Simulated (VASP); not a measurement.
Here is a VASP 6.6.1 calculation.

The input INCAR:

```
SYSTEM = HfB2
ALGO = Normal
EDIFF = 1E-6
ENCUT = 520
GGA = PE
ISIF = 2
ISMEAR = 0
LASPH = .TRUE.
LCHARG = .TRUE.
LELF = .TRUE.
LREAL = .FALSE.
LVHAR = .TRUE.
LWAVE = .FALSE.
NBANDS = 15
NELM = 80
PREC = Accurate
SIGMA = 0.02
```

File KPOINTS:

```
k-points
0
G
  15 15 12
  0 0 0
```

The input POSCAR:

```
HfB2
1.0
    3.1400000000      0.0000000000      0.0000000000
   -1.5700000000      2.7193197679      0.0000000000
    0.0000000000      0.0000000000      3.4800000000
Hf B
1 2
Direct
    0.0000000000      0.0000000000      0.0000000000
    0.6666666667      0.3333333333      0.5000000000
    0.3333333333      0.6666666667      0.5000000000
```

Potentials or basis: VASP PAW PBE potentials, release 64 (Hf_pv, B).

The run is started by

```console
$ cat potpaw_PBE.64/Hf_pv/POTCAR potpaw_PBE.64/B/POTCAR > POTCAR
$ mpirun -np 1 vasp_std > vasp.out
```

(1) What does it give for the band gap on the k mesh?

(2) What does it give for the pressure?

Results:

(1) zero (band 8 reaches 8.47 eV, above the bottom of band 9 at 7.43 eV).

(2) 1.0 GPa.

Caveat: spin-orbit coupling is left out, which moves the levels of the heavy elements.
